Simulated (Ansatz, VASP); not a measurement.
Given: the input of a run of VASP 6.6.1 on AlNi.

File INCAR:

```
PREC = Accurate
ENCUT = 520
EDIFF = 1E-6
ISMEAR = -1
SIGMA = 0.05
LREAL = F
LASPH = T
NELM = 150
ALGO = Normal
ISIF = 2
LWAVE = F
LCHARG = T
ISPIN = 2
MAGMOM = 1 0
LORBIT = 11
LMAXMIX = 4
GGA = PE
LELF = T
LVHAR = T
NBANDS = 18
```

The input KPOINTS:

```
Automatic mesh
0
Gamma
  8 8 7
```

POSCAR

```
AlNi
1.0
    2.8810000000      0.0000000000      0.0000000000
    0.0000000000      2.8810000000      0.0000000000
    0.0000000000      0.0000000000      2.9962400000
Ni Al
1 1
Direct
    0.5000000000      0.5000000000      0.5000000000
    0.0000000000      0.0000000000      0.0000000000
```

Potentials or basis: VASP PAW PBE potentials, release 64 (Ni, Al).

Run with:

```bash
$ cat potpaw_PBE.64/Ni/POTCAR potpaw_PBE.64/Al/POTCAR > POTCAR
$ mpirun -np 1 vasp_std > vasp.out
```

Q: Translate it to Ansatz 0.2.0. Potentials there: Ansatz PAW.

A: As run (the cutoff follows the program's own potentials):

File input.yaml:

```yaml
crystal:
  lattice:
    - [2.881, 0.0, 0.0]
    - [0.0, 2.881, 0.0]
    - [0.0, 0.0, 2.99624]
  atoms:
    - { symbol: Ni, position: [0.5, 0.5, 0.5], spin: 1.0 }
    - { symbol: Al, position: [0.0, 0.0, 0.0] }
hamiltonian:
  xc: pbe
  pseudopotentials: { kind: paw }
magnetization:
  spin_polarized: true
kpoints:
  mp_grid: { grid: [8, 8, 7] }
scf:
  occupations: { method: fermi_dirac, width: 0.05 }
output:
  forces: true
  stress: true
  eigenvalues: true
```

Potentials or basis: Ansatz PAW.

Launch:

```console
$ ansatz run input.yaml --threads 2 --pin off --max-ram 5632MiB --backend cpu --events-out ev --progress --plain --runs-dir out
```

Both were run:

|  | VASP | Ansatz | Ansatz less VASP |
| --- | --- | --- | --- |
| gap on the k mesh at the Fermi level (eV) | none | none | - |
| pressure (GPa) | -3.6 | -3.8 | -0.23 |
| traceless stress, the component that is largest in VASP (GPa) | -3.46 | -3.39 | +0.077 |
| net moment per atom (μB) | 0.00 | 0.00 | -0.001 |

A gap of «none» marks a metal or a gap that the smearing closes. VASP's potentials hold 13 valence electrons a cell and Ansatz's 21, so a difference there can come from the potentials and not from the codes.
